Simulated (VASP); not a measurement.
A run of VASP 6.6.1:

Contents of INCAR:

```
  PREC = Accurate
  ENCUT = 520
  EDIFF = 1E-7
  ISMEAR = 0
  SIGMA = 0.1
  LREAL = F
  LASPH = T
  NELM = 100
  ALGO = Normal
  ISIF = 2
  LWAVE = F
  LCHARG = T
  GGA = PE
  LELF = T
  LVHAR = T
  NBANDS = 12
```

Contents of KPOINTS:

```
regular mesh
0
Gamma
  8 8 8
```

File POSCAR:

```
B
1.0
   -1.7586109700      1.7586109700      1.7586109700
    1.7586109700     -1.7586109700      1.7586109700
    1.7586109700      1.7586109700     -1.7586109700
B
3
Direct
    0.0000000000      0.5000000000      0.5000000000
    0.5000000000      0.0000000000      0.5000000000
    0.5000000000      0.5000000000      0.0000000000
```

Potentials or basis: VASP PAW PBE potentials, release 64 (B).

Command:

```console
$ cat potpaw_PBE.64/B/POTCAR > POTCAR
$ mpirun -np 1 vasp_std > vasp.out
```

Hardware: 1 thread of Intel(R) Xeon(R) 6975P-C (Granite Rapids) (shared host).

Question: Estimate the wall time of this run.

Answer: Run time: 2.8 s on 1 thread of Intel(R) Xeon(R) 6975P-C (Granite Rapids), with other jobs on the host, peak memory 0.13 GiB. Counts: scf iterations 11, k points 29.
